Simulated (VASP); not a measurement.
Runs of VASP 6.6.1 on InP. The structure is that of space group F-43m (No. 216), or close to it. The cells are those of the table. 

```csv
task,level,potentials or basis,cell,cutoff (eV),gap on the mesh (eV),pressure (GPa),relaxed volume (Å³/atom)
relaxation of cell and atoms,PBEsol,"VASP PAW PBE potentials, release 64 (In_d, P)","relaxed from a = 4.144 Å, angles 60.0°, 2 atoms",600,0.57,0.0,25.39
single point,PBE,"VASP PAW PBE potentials, release 64 (In_d, P)","a = 4.215 Å, angles 60.0°, 2 atoms",520,0.44,-0.1,-
single point,r2SCAN,"VASP PAW PBE potentials, release 64 (In_d, P)","a = 4.259 Å, angles 60.0°, 2 atoms",520,(b),-3.6,-
single point,r2SCAN,"VASP PAW PBE potentials, release 64 (In_d, P)","a = 4.149 Å, angles 60.0°, 2 atoms",520,1.15,1.3,-
single point,r2SCAN,"VASP PAW PBE potentials, release 64 (In_d, P)","a = 4.232 Å, angles 60.0°, 2 atoms",520,(a),-2.6,-
single point,r2SCAN,"VASP PAW PBE potentials, release 64 (In_d, P)","a = 4.177 Å, angles 60.0°, 2 atoms",520,(c),-0.1,-
relaxation of the atoms,r2SCAN,"VASP PAW PBE potentials, release 64 (In_d, P)","atoms relaxed from a = 4.121 Å, angles 60.0°, 2 atoms",520,1.27,2.9,-
relaxation of cell and atoms,PBE,"VASP PAW PBE potentials, release 64 (In_d, P)","relaxed from a = 4.144 Å, angles 60.0°, 2 atoms",600,0.44,0.0,26.44
relaxation of cell and atoms,LDA,"VASP PAW LDA potentials, release 64 (In_d, P)","relaxed from a = 4.144 Å, angles 60.0°, 2 atoms",600,0.60,0.0,24.75
single point,r2SCAN,"VASP PAW PBE potentials, release 64 (In_d, P)","a = 4.205 Å, angles 60.0°, 2 atoms",520,0.91,-1.4,-
single point,r2SCAN,"VASP PAW PBE potentials, release 64 (In_d, P)","a = 4.121 Å, angles 60.0°, 2 atoms",520,1.27,2.9,-
relaxation of the atoms,r2SCAN,"VASP PAW PBE potentials, release 64 (In_d, P)","atoms relaxed from a = 4.092 Å, angles 60.0°, 2 atoms",520,1.39,4.7,-
```

Alike in all rows: no spin polarisation; k mesh 8 × 8 × 8; smearing fermi-dirac 0.02 eV.

**Question.** Fill in the values left out.

**Answer.** (a) 0.80; (b) 0.69; (c) 1.03.

Caveats: spin-orbit coupling is left out, which moves the levels of the heavy elements; the PAW data sets were made with another functional, which shifts forces and pressure a little (some runs); the relaxation stopped at its first step, so nothing moved (some runs).

A k mesh can miss the band edges, and the runs leave out spin-orbit coupling on In.
